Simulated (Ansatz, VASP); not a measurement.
# NaI: VASP beside Ansatz

INCAR

```
PREC = Accurate
ENCUT = 520
EDIFF = 1E-7
ISMEAR = -1
SIGMA = 0.05
LREAL = False
LASPH = True
NELM = 60
ALGO = Normal
ISIF = 2
LWAVE = False
LCHARG = False
GGA = PE
NBANDS = 14
```

KPOINTS

```
Automatic mesh
0
Gamma
  7 7 7
```

File POSCAR:

```
NaI
1.0
    0.0000000000      3.2364000000      3.2364000000
    3.2364000000      0.0000000000      3.2364000000
    3.2364000000      3.2364000000      0.0000000000
I Na
1 1
Direct
    0.5002340000      0.5001800000      0.4969770000
    0.0117890000      0.0048040000     -0.0069950000
```

The input input.yaml:

```yaml
crystal:
  lattice:
    - [0.0, 3.2364, 3.2364]
    - [3.2364, 0.0, 3.2364]
    - [3.2364, 3.2364, 0.0]
  atoms:
    - { symbol: I, position: [0.500234, 0.50018, 0.496977] }
    - { symbol: Na, position: [0.011789, 0.004804, -0.006995] }
kpoints:
  mp_grid: { grid: [7, 7, 7] }
scf:
  occupations: { method: fermi_dirac, width: 0.05 }
hamiltonian:
  xc: pbe
  pseudopotentials: { kind: all_electron, lapw: { basis_error: 0.001 } }
output:
  forces: true
  stress: true
  eigenvalues: true
  populations: true
```

Change from the starting cell: atoms moved at random, drawn with an rms of 0.05 Å.

Alike in both runs: task single point; functional PBE; k mesh 7 × 7 × 7; occupations fermi-dirac, width 0.05 eV; no spin polarisation.

|  | VASP | Ansatz |
| --- | --- | --- |
| version | VASP 6.6.1 | Ansatz 0.2.0 |
| potentials or method | VASP PAW PBE potentials, release 64 (I, Na_pv), cutoff 520 eV | all-electron LAPW, scalar-relativistic |

```csv
,VASP,Ansatz,Ansatz less VASP
gap on the k mesh at the Fermi level (eV),3.64,3.64,+0.004
least direct gap on the mesh (eV),3.64,3.64,+0.004
pressure (GPa),0.4,0.4,0.00
rms of the force components (eV/Å),0.030,0.030,-0.0003
```

Atom by atom the forces differ by 0.000 eV/Å (rms over components). Ansatz ran all-electron here, and VASP with PAW potentials.

Neither program's run includes spin-orbit coupling.
